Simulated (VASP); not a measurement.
Sc2GaN3: single point with PBE

Sc2GaN3:

```
Sc Ga N
1.0
     3.28363    0.00000    0.00000
    -1.64182    2.84371    0.00000
     0.00000    0.00000    8.34710
Sc Ga N
2 1 3
Direct
  0.33333 0.66667 0.14480
  0.66667 0.33333 0.85520
  0.00000 0.00000 0.50000
  0.00000 0.00000 0.00000
  0.33333 0.66667 0.37545
  0.66667 0.33333 0.62455
```

The cell was built from a structure type or drawn by symmetry, and may not be a known phase.

* Program: VASP 6.6.1
* Task: single point
* Functional: PBE
* Potentials or basis: VASP PAW PBE potentials, release 64 (Sc_sv, Ga_d, N)
* Cutoff: 600 eV
* k mesh: 4 × 4 × 2
* Occupations: gaussian, width 0.15 eV
* Spin: no spin polarisation
* Dipole correction: no
* Further INCAR settings: ALGO = Normal; EDIFF = 1e-06; NBANDS = 34

```yaml
Pressure: 0.6 GPa
Largest_force: 0.081 eV/Å
Band_gap_on_the_k_mesh: zero (bands 25 and 26 overlap by 0.09 eV)
```

Forces on the atoms (eV/Å):
```
Sc   0.000  0.000 -0.072
Sc   0.000  0.000  0.072
Ga   0.000  0.000  0.000
N    0.000  0.000  0.000
N    0.000  0.000  0.081
N    0.000  0.000 -0.081
```

Stress tensor (GPa, compression positive):
```
0.34 0.00 0.00
0.00 0.34 0.00
0.00 0.00 1.00
```

Levels at points of the mesh, in eV from the Fermi level:
```
           k point  band 23  band 24  band 25  band 26  band 27  band 28
(0.00, 0.00, 0.00)    -0.37    -0.31    -0.31     0.35     1.96     1.96
(0.50, 0.00, 0.00)    -1.62    -0.81    -0.19    -0.11     2.17     2.64
(0.00, 0.00, 0.50)    -0.44    -0.23    -0.23     0.35     1.98     1.98
(0.50, 0.00, 0.50)    -1.90    -0.48    -0.11    -0.03     2.03     3.28
```

Run time: 25 s on 1 thread of Intel(R) Xeon(R) 6975P-C (Granite Rapids), with other jobs on the host, peak memory 0.22 GiB.

Caveat: the k points lie up to 0.55 Å⁻¹ apart.
